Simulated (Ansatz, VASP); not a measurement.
# Two plane-wave programs on AgI

```
Ag I
1.0
     4.65087    0.00000    0.00000
    -2.32544    4.02777    0.00000
     0.00000    0.00000    7.59930
Ag I
2 2
Direct
  0.33333 0.66667 0.00000
  0.66667 0.33333 0.50000
  0.33333 0.66667 0.37500
  0.66667 0.33333 0.87500
```

Alike in both runs: task single point; functional PBE; k mesh 6 × 6 × 4; no spin polarisation.

```csv
,VASP,Ansatz
version,VASP 6.6.1,Ansatz 0.2.0
potentials or method,"VASP PAW PBE potentials, release 64 (Ag, I)","plane waves, PAW"
plane-wave cutoff (eV),500,420
occupations,"gaussian, width 0.01 eV",fixed
valence electrons in the cell,36,72
```

|  | VASP | Ansatz | Ansatz less VASP |
| --- | --- | --- | --- |
| gap on the k mesh at the Fermi level (eV) | 1.37 | 1.37 | -0.002 |

VASP's potentials hold 36 valence electrons a cell and Ansatz's 72, so a difference there can come from the potentials and not from the codes.

Spin-orbit coupling is off throughout.
